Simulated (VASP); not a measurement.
## ZrS: single point with r2SCAN

Crystal: ZrS.

```
Zr S
1.0
     0.00000    2.94661    2.08325
     2.94661    0.00000    2.08325
     2.94661    2.94661    0.00000
Zr S
1 1
Direct
  0.00000 0.00000 0.00000
  0.50000 0.50000 0.50000
```

This cell differs from its parent crystal: ratio of the length along z to the lengths across it x 0.707, volume and fractional coordinates fixed.

```json
{"Program": "VASP 6.6.1", "Task": "single point", "Functional": "r2SCAN", "Potentials or basis": "VASP PAW PBE potentials, release 64 (Zr_sv, S)", "Cutoff": "520 eV", "k mesh": "18 × 18 × 18", "Occupations": "gaussian, width 0.15 eV", "Spin": "no spin polarisation", "Dipole correction": "no", "Further INCAR settings": "ALGO = Normal; EDIFF = 1e-07; NBANDS = 16"}
```

```yaml
Pressure: 50.4 GPa
Band_gap_on_the_k_mesh: zero (bands 9 and 10 overlap by 3.66 eV)
```

Stress tensor (GPa, compression positive):
```
-13.91   0.00   0.00
  0.00 -13.91   0.00
  0.00   0.00 178.91
```

Levels at points of the mesh, in eV from the Fermi level:
```csv
k point,band 7,band 8,band 9,band 10,band 11,band 12
"(0.00, 0.00, 0.00)",-4.01,-2.78,-2.01,-2.01,-1.25,-1.23
"(0.50, 0.00, 0.00)",-7.12,-6.79,1.27,2.10,2.82,3.95
"(0.50, 0.50, 0.00)",-5.54,-3.16,-3.04,1.21,1.21,2.48
"(0.50, 0.00, 0.50)",-4.23,-3.07,-1.93,-0.96,1.67,1.83
```

Wall time 8.4 min on 1 thread of Intel(R) Xeon(R) 6975P-C (Granite Rapids) (shared host), peak memory 0.38 GiB.

Caveat: the cell stands under pressure; the PAW data sets were made with another functional, which shifts forces and pressure a little.
